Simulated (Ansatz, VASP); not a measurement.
**Two plane-wave programs on LiH**

```xyz
8
Lattice="5.5199 0.0031 0.0000 0.0016 2.7601 0.0000 0.0000 0.0000 29.1370" Properties=species:S:1:pos:R:3 pbc="T T T"
Li    1.3801    0.0011    7.5469
Li    4.1396    0.0017    7.5467
Li    2.7611    1.3818    9.4537
Li    0.0010    1.3804    9.4526
H     1.3802    0.0005    9.5104
H     4.1398    0.0028    9.5117
H     0.0005    1.3798    7.4896
H     2.7606    1.3815    7.4883
```

Change from the starting cell: cell x2, atoms moved at random (sigma 0.1 Å) and cell strained at random (1.5 %), then relaxed without symmetry.

Alike in both runs: functional PBE; k mesh 4 × 6 × 1; occupations gaussian, width 0.1 eV; no spin polarisation.

Ansatz relaxed the structure, and its values are those at the end. VASP's run is a single point on that final structure, the one shown.

|  | VASP | Ansatz |
| --- | --- | --- |
| version | VASP 6.6.1 | Ansatz 0.2.0 |
| potentials or method | VASP PAW PBE potentials, release 64 (Li_sv, H), cutoff 650 eV | scalar-relativistic, plane waves, PAW |
| valence electrons in the cell | 16 | 16 |

```csv
,VASP,Ansatz,Ansatz less VASP
gap on the k mesh at the Fermi level (eV),2.04,2.04,-0.002
least direct gap on the mesh (eV),3.78,3.78,+0.003
```
